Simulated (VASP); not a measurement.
# PbSe: single point with PBE+D3(BJ)

The system is PbSe.

```
CELL_PARAMETERS angstrom
0.00000 2.93914 2.93914
2.93914 0.00000 2.93914
2.93914 2.93914 0.00000
ATOMIC_POSITIONS crystal
Pb 0.00000 0.00000 0.00000
Se 0.50000 0.50000 0.50000
```

This cell differs from its parent crystal: volume 25.390 Å^3 an atom, c/a of the conventional cell 1.0000.

```yaml
Program: VASP 6.6.1
Task: single point
Functional: PBE
Dispersion: D3(BJ)
Potentials_or_basis: VASP PAW PBE potentials, release 64 (Pb_d, Se)
Cutoff: 520 eV
k_mesh: 10 × 10 × 10
Occupations: gaussian, width 0.03 eV
Spin: no spin polarisation
```

```yaml
Pressure: 8.6 GPa
Band_gap_on_the_k_mesh: 0.19 eV, direct
Dispersion_energy_per_atom: -0.417 eV
```

Levels at points of the mesh, in eV from the valence-band top:
```csv
k point,band 6,band 7,band 8,band 9,band 10,band 11,band 12,band 13,band 14,band 15
"(0.00, 0.00, 0.00)",-14.68,-6.05,-2.43,-2.43,-2.43,5.01,5.01,5.01,6.26,6.26
"(0.50, 0.00, 0.00)",-13.30,-9.55,-1.91,-1.91,0.00,0.19,1.43,1.43,8.73,10.08
"(0.50, 0.50, 0.00)",-12.69,-7.59,-6.04,-4.01,-4.01,3.18,6.13,6.13,6.62,11.62
```

Run time: 34 s on 1 thread of Intel(R) Xeon(R) Platinum 8488C (Sapphire Rapids) (shared host), peak memory 0.2 GiB.

Caveat: spin-orbit coupling is left out, which moves the levels of the heavy elements. A k mesh can miss the band edges.
